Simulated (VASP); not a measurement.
# BiC (P-6m2) in VASP: single point with PBE

Aim: the single point of BiC with PBE.

Program: VASP 6.6.1. These are calculated values, not measurements. Logs are shortened: lines on timing, memory, paths and dates and some standing lists are left out, and cuts for length are marked.

**1. The cell of the first run**

The structure is hexagonal, space group P-6m2 (No. 187). Conventional cell: a = 3.537 Å, b = 3.537 Å, c = 3.276 Å, α = 90.00°, β = 90.00°, γ = 120.00°. Bi (site symmetry -6m2) has 6 C at 2.62 Å and 2 Bi at 3.28 Å within 3.5 Å. C (site symmetry -6m2) has 6 Bi at 2.62 Å and 2 C at 3.28 Å within 3.5 Å.

**2. Single point, PBE**

INCAR

```
PREC = Accurate ; ENCUT = 520
EDIFF = 1E-6 ; ISMEAR = 0
SIGMA = 0.1 ; LREAL = False
LASPH = True ; NELM = 100
ALGO = Normal ; ISIF = 2
LWAVE = False ; LCHARG = False
GGA = PE ; NBANDS = 16
```

KPOINTS

```
regular mesh
0
Gamma
  18 18 16
```

POSCAR

```
BiC
1.0
    3.5366346276      0.0000000000      0.0000000000
   -1.7683173138      3.0628154314      0.0000000000
    0.0000000000      0.0000000000      3.2761710822
Bi C
1 1
Direct
    0.0000000000      0.0000000000      0.0000000000
    0.6666666667      0.3333333333      0.5000000000
```

Potentials or basis: VASP PAW PBE potentials, release 64 (Bi_d, C).

Launch:

```console
$ cat potpaw_PBE.64/Bi_d/POTCAR potpaw_PBE.64/C/POTCAR > POTCAR
$ mpirun -np 1 vasp_std > vasp.out
```

OUTCAR:

```text
PREC = Accurate
   ENCUT = 520
   EDIFF = 1E-6
   ISMEAR = 0
   LREAL = False
   LASPH = True
   NELM = 100
   ISIF = 2
   GGA = PE

 ion  position               nearest neighbor table
   1  0.000  0.000  0.000-   2 2.62   2 2.62   2 2.62   2 2.62   2 2.62   2 2.62
   2  0.667  0.333  0.500-   1 2.62   1 2.62   1 2.62   1 2.62   1 2.62   1 2.62

  LATTYP: Found a hexagonal cell.
 ALAT       =     3.5366346276
 C/A-ratio  =     0.9263527130

  Lattice vectors:

 A1 = (   3.5366346276,   0.0000000000,   0.0000000000)
 A2 = (  -1.7683173138,   3.0628154314,   0.0000000000)
 A3 = (   0.0000000000,   0.0000000000,   3.2761710822)

Analysis of symmetry for initial positions (statically):
=====================================================================
 Subroutine PRICEL returns:
 Original cell was already a primitive cell.

 Routine SETGRP: Setting up the symmetry group for a
 hexagonal supercell.

 Subroutine GETGRP returns: Found 12 space group operations
 (whereof 12 operations were pure point group operations)
 out of a pool of 24 trial point group operations.

The static configuration has the point symmetry D_3h.

Analysis of symmetry for dynamics (positions and initial velocities):
=====================================================================
 Subroutine PRICEL returns:
 Original cell was already a primitive cell.

 Routine SETGRP: Setting up the symmetry group for a
 hexagonal supercell.

 Subroutine GETGRP returns: Found 12 space group operations
 (whereof 12 operations were pure point group operations)
 out of a pool of 24 trial point group operations.

The dynamic configuration has the point symmetry D_3h.

 Subroutine INISYM returns: Found 12 space group operations
 (whereof 12 operations are pure point group operations),
 and found     1 'primitive' translations

----------------------------------------------------------------------------------------

                                     Primitive cell

  volume of cell :      35.4877

  direct lattice vectors                    reciprocal lattice vectors
     3.536634628  0.000000000  0.000000000     0.282754682  0.163248492  0.000000000
    -1.768317314  3.062815431  0.000000000     0.000000000  0.326496984  0.000000000
     0.000000000  0.000000000  3.276171082     0.000000000  0.000000000  0.305234365

  length of vectors
     3.536634628  3.536634628  3.276171082     0.326496984  0.326496984  0.305234365

  position of ions in fractional coordinates (direct lattice)
     0.000000000  0.000000000  0.000000000
     0.666666667  0.333333333  0.500000000

  ion indices of the primitive-cell ions
   primitive index   ion index
                 1           1
                 2           2

----------------------------------------------------------------------------------------

 KPOINTS: regular mesh

Automatic generation of k-mesh.
 Grid dimensions read from file:
 generate k-points for:   18   18   16

 Generating k-lattice:

  Cartesian coordinates                     Fractional coordinates (reciprocal lattice)
     0.015708593  0.009069361  0.000000000     0.055555556 -0.000000000  0.000000000
     0.000000000  0.018138721  0.000000000     0.000000000  0.055555556  0.000000000
     0.000000000  0.000000000  0.019077148     0.000000000  0.000000000  0.062500000

  Length of vectors
     0.018138721  0.018138721  0.019077148

  Shift w.r.t. Gamma in fractional coordinates (k-lattice)
     0.000000000  0.000000000  0.000000000

 Subroutine IBZKPT returns following result:
 ===========================================

 Found    333 irreducible k-points:

 Following reciprocal coordinates:
            Coordinates               Weight
  0.000000  0.000000  0.000000      1.000000
  0.055556 -0.000000  0.000000      6.000000
  0.111111 -0.000000  0.000000      6.000000
  0.166667  0.000000  0.000000      6.000000
  0.222222  0.000000  0.000000      6.000000
  0.277778 -0.000000  0.000000      6.000000
[... 16 lines left out ...]
  0.333333  0.111111  0.000000     12.000000
  0.388889  0.111111  0.000000     12.000000
 [... further k-points ...]
   k-points           NKPTS =    333   k-points in BZ     NKDIM =    333   number of bands    NBANDS=     16
   number of dos      NEDOS =    301   number of ions     NIONS =      2
   total plane-waves  NPLWV =  18816
   dimension x,y,z NGX =    28 NGY =   28 NGZ =   24
   dimension x,y,z NGXF=    56 NGYF=   56 NGZF=   48
   ions per type =               1   1
   NGX,Y,Z   is equivalent  to a cutoff of  13.16, 13.16, 12.18 a.u.
   NGXF,Y,Z  is equivalent  to a cutoff of  26.32, 26.32, 24.36 a.u.
 SYSTEM =  unknown system
   PREC   = accura    normal or accurate (medium, high low for compatibility)
   ISTART =      0    job   : 0-new  1-cont  2-samecut
   ICHARG =      2    charge: 1-file 2-atom 10-const
   ISPIN  =      1    spin polarized calculation?
   LNONCOLLINEAR =      F non collinear calculations
   LSORBIT =      F    spin-orbit coupling
   LASPH  =      T    aspherical Exc in radial PAW
   ENCUT  =  520.0 eV  38.22 Ry    6.18 a.u.   6.58  6.58  6.09*2*pi/ulx,y,z
   NELM   =    100;   NELMIN=  2; NELMDL= -5     # of ELM steps
   EDIFF  = 0.1E-05   stopping-criterion for ELM
   LREAL  =      F    real-space projection
   EDIFFG = 0.1E-04   stopping-criterion for IOM
   NSW    =      0    number of steps for IOM
   IBRION =     -1    ionic relax: 0-MD 1-quasi-New 2-CG
   NFREE  =      0    steps in history (QN), initial steepest desc. (CG)
   ISIF   =      2    stress and relaxation
   ISYM   =      2    0-nonsym 1-usesym 2-fastsym
   POTIM  = 0.5000    time-step for ionic-motion
   TEBEG  =    0.0;   TEEND  =   0.0 temperature during run
   PSTRESS=    0.0 pullay stress
   NELECT =      19.0000    total number of electrons
   NUPDOWN=      -1.0000    fix difference up-down
   EMIN   =  10.00;   EMAX   =-10.00  energy-range for DOS
   EFERMI =   0.00;   METHOD = LEGACY
   ISMEAR =     0;   SIGMA  =   0.10  broadening in eV -4-tet -1-fermi 0-gaus
   EFERMI_NEDOS =   21; number of points for ismear=-14 and -15
   IALGO  =     38    algorithm
   IMIX   =      4    mixing-type and parameters
     AMIX     =   0.40;   BMIX     =  1.00
     AMIX_MAG =   1.60;   BMIX_MAG =  1.00
  volume/ion in A,a.u.               =      17.74       119.74
  Fermi-wavevector in a.u.,A,eV,Ry     =   1.329332  2.512073 24.043180  1.767124
  Thomas-Fermi vector in A             =   2.458502
   LORBIT       =      0    0 simple, 1 ext, 2 COOP (PROOUT), +10 PAW based schemes
   GGA     = PE    functional components
   LHFCALC =     F    Hartree Fock is set to
   AEXX    =    0.0000 exact exchange contribution
   IVDW    =     0    specifies the selected vdW correction
   LEPSILON=     F    determine dielectric tensor
   LRPA    =     F    only Hartree local field effects (RPA)
 non-spin polarized calculation
 Gauss-broadening in eV      SIGMA  =   0.10
  energy-cutoff  :      520.00
  volume of cell :       35.49
 maximum number of plane-waves:       980
 NGX is ok and might be reduce to    28
   NGX = 13   NGY = 13   NGZ = 13

 number of electron      18.9999994 magnetization

 Free energy of the ion-electron system (eV)
  ---------------------------------------------------
  ext. energy  EPLUGINS =         0.00000000
  ---------------------------------------------------
  free energy    TOTEN  =        -9.26560250 eV

  energy without entropy =       -9.25949470  energy(sigma->0) =       -9.26254860

 E-fermi :   8.3082     XC(G=0): -11.0776

 val. band max:        8.3048403450   @ k =   0.3333   0.3333   0.0625
 cond. band min:       8.3087256319   @ k =   0.2222   0.0556   0.0625
 fundamental gap:      0.0038852868
 Fermi energy:         8.3081716933

 k-point     1 :       0.0000    0.0000    0.0000
  band No.  band energies     occupation
      1     -14.7884      2.00000
      2     -14.6609      2.00000
      3     -14.6609      2.00000
      4     -14.4967      2.00000
      5     -14.4967      2.00000
      6      -6.6173      2.00000
[... 8 lines left out ...]
     15      16.6711      0.00000
     16      22.2584      0.00000

 k-point     2 :       0.0556   -0.0000    0.0000
  band No.  band energies     occupation
      1     -14.7865      2.00000
      2     -14.6616      2.00000
      3     -14.6569      2.00000
      4     -14.4986      2.00000
      5     -14.4972      2.00000
      6      -6.5706      2.00000
[... 8 lines left out ...]
     15      16.7434      0.00000
     16      22.1003      0.00000

 k-point     3 :       0.1111   -0.0000    0.0000
  band No.  band energies     occupation
      1     -14.7810      2.00000
      2     -14.6633      2.00000
      3     -14.6452      2.00000
      4     -14.5040      2.00000
      5     -14.4984      2.00000
      6      -6.4308      2.00000
[... 8 lines left out ...]
     15      17.6342      0.00000
     16      21.7439      0.00000

 k-point     4 :       0.1667    0.0000    0.0000
  band No.  band energies     occupation
      1     -14.7735      2.00000
      2     -14.6654      2.00000
      3     -14.6272      2.00000
      4     -14.5122      2.00000
      5     -14.5002      2.00000
      6      -6.1991      2.00000
[... 8 lines left out ...]
     15      18.5327      0.00000
     16      21.6301      0.00000

 k-point     5 :       0.2222    0.0000    0.0000
  band No.  band energies     occupation
      1     -14.7658      2.00000
      2     -14.6665      2.00000
      3     -14.6050      2.00000
      4     -14.5223      2.00000
      5     -14.5024      2.00000
      6      -5.8783      2.00000
[... 8 lines left out ...]
     15      19.0440      0.00000
     16      21.7927      0.00000

 k-point     6 :       0.2778   -0.0000    0.0000
  band No.  band energies     occupation
      1     -14.7599      2.00000
      2     -14.6656      2.00000
      3     -14.5813      2.00000
      4     -14.5329      2.00000
      5     -14.5048      2.00000
      6      -5.4744      2.00000
[... 8 lines left out ...]
     15      19.3569      0.00000
     16      21.9059      0.00000

 k-point     7 :       0.3333    0.0000    0.0000
  band No.  band energies     occupation
      1     -14.7569      2.00000
      2     -14.6625      2.00000
      3     -14.5589      2.00000
      4     -14.5429      2.00000
      5     -14.5071      2.00000
      6      -4.9998      2.00000
[... 8 lines left out ...]
     15      19.8439      0.00000
     16      22.2141      0.00000

 k-point     8 :       0.3889    0.0000    0.0000
  band No.  band energies     occupation
      1     -14.7562      2.00000
      2     -14.6582      2.00000
      3     -14.5510      2.00000
      4     -14.5406      2.00000
      5     -14.5089      2.00000
      6      -4.4836      2.00000
[... 8 lines left out ...]
     15      20.5304      0.00000
     16      22.4607      0.00000

 k-point     9 :       0.4444    0.0000    0.0000
  band No.  band energies     occupation
      1     -14.7565      2.00000
      2     -14.6548      2.00000
      3     -14.5563      2.00000
      4     -14.5285      2.00000
      5     -14.5101      2.00000
      6      -4.0057      2.00000
[... 8 lines left out ...]
     15      21.2617      0.00000
     16      22.2030      0.00000
[... 172 lines left out ...]
 k-point    19 :       0.1111    0.1111    0.0000
  band No.  band energies     occupation
      1     -14.7687      2.00000
      2     -14.6663      2.00000
      3     -14.6181      2.00000
      4     -14.5161      2.00000
      5     -14.5019      2.00000
      6      -6.0609      2.00000
[... 8 lines left out ...]
     15      18.9221      0.00000
     16      21.5392      0.00000

 k-point    20 :       0.1667    0.1111    0.0000
  band No.  band energies     occupation
      1     -14.7603      2.00000
      2     -14.6669      2.00000
      3     -14.5989      2.00000
      4     -14.5249      2.00000
      5     -14.5046      2.00000
      6      -5.7419      2.00000
[... 8 lines left out ...]
     15      19.2674      0.00000
     16      21.5460      0.00000

 k-point    21 :       0.2222    0.1111    0.0000
  band No.  band energies     occupation
      1     -14.7530      2.00000
      2     -14.6654      2.00000
      3     -14.5792      2.00000
      4     -14.5341      2.00000
      5     -14.5076      2.00000
      6      -5.3405      2.00000
[... 8 lines left out ...]
     15      19.3940      0.00000
     16      21.8090      0.00000

 k-point    22 :       0.2778    0.1111    0.0000
  band No.  band energies     occupation
      1     -14.7482      2.00000
      2     -14.6614      2.00000
      3     -14.5613      2.00000
      4     -14.5427      2.00000
      5     -14.5105      2.00000
      6      -4.8691      2.00000
[... 8 lines left out ...]
     15      19.6253      0.00000
     16      22.2341      0.00000

 k-point    23 :       0.3333    0.1111    0.0000
  band No.  band energies     occupation
      1     -14.7460      2.00000
      2     -14.6561      2.00000
      3     -14.5497      2.00000
      4     -14.5470      2.00000
      5     -14.5128      2.00000
      6      -4.3559      2.00000
[... 8 lines left out ...]
     15      20.1001      0.00000
     16      21.8028      0.00000

 k-point    24 :       0.3889    0.1111    0.0000
  band No.  band energies     occupation
      1     -14.7454      2.00000
      2     -14.6516      2.00000
      3     -14.5543      2.00000
      4     -14.5379      2.00000
      5     -14.5144      2.00000
      6      -3.8783      2.00000
[... 8 lines left out ...]
     15      20.7362      0.00000
     16      21.5484      0.00000

 [... further k-points ...]
[... 5 lines left out ...]
  --------------------------------------------------------------------------------------
  -------------------------------------------------------------------------------------
  Total        0.0283635      0.0283635      0.0140460      0.0000000     -0.0000000      0.0000000
  in kB        1.2805379      1.2805379      0.6341417      0.0000000     -0.0000000      0.0000000
  external PRESSURE =       1.0650725 kB  Pullay stress =       0.0000000 kB

 VOLUME and BASIS-vectors are now :
 -----------------------------------------------------------------------------
  energy-cutoff  :      520.00
  volume of cell :       35.49
      direct lattice vectors                 reciprocal lattice vectors
     3.536634628  0.000000000  0.000000000     0.282754682  0.163248492  0.000000000
    -1.768317314  3.062815431  0.000000000     0.000000000  0.326496984  0.000000000
     0.000000000  0.000000000  3.276171082     0.000000000  0.000000000  0.305234365

 POSITION                                       TOTAL-FORCE (eV/Angst)
 -----------------------------------------------------------------------------------
      0.00000      0.00000      0.00000         0.000000     -0.000000      0.000000
      1.76832      1.02094      1.63809        -0.000000      0.000000      0.000000
 -----------------------------------------------------------------------------------
    total drift:                                0.000000     -0.000000      0.000000

  FREE ENERGIE OF THE ION-ELECTRON SYSTEM (eV)
  ---------------------------------------------------
  free  energy   TOTEN  =        -9.2656024972 eV

  energy  without entropy=       -9.2594947039  energy(sigma->0) =       -9.26254860
```

It took 1.9 min on 1 thread of Intel Xeon Platinum 8259CL at 2.50GHz (Skylake/Cascade Lake), shared host; peak memory 0.3 GiB.

What came out:

- Free energy: -9.2656 eV
- Pressure: 0.1 GPa

Levels at points of the mesh, in eV from the Fermi level:
| k point | band 8 | band 9 | band 10 | band 11 | band 12 | band 13 |
| --- | --- | --- | --- | --- | --- | --- |
| (0.00, 0.00, 0.00) | -1.72 | -0.72 | -0.72 | 4.41 | 4.41 | 6.83 |
| (0.50, 0.00, 0.00) | -2.65 | -1.28 | 0.09 | 3.16 | 5.27 | 6.79 |
| (0.00, 0.00, 0.50) | 0.34 | 0.34 | 1.82 | 1.83 | 4.99 | 4.99 |
| (0.50, 0.00, 0.50) | -5.18 | -4.88 | -0.11 | 2.31 | 3.37 | 3.67 |

Caveat: spin-orbit coupling is left out, which moves the levels of the heavy elements.
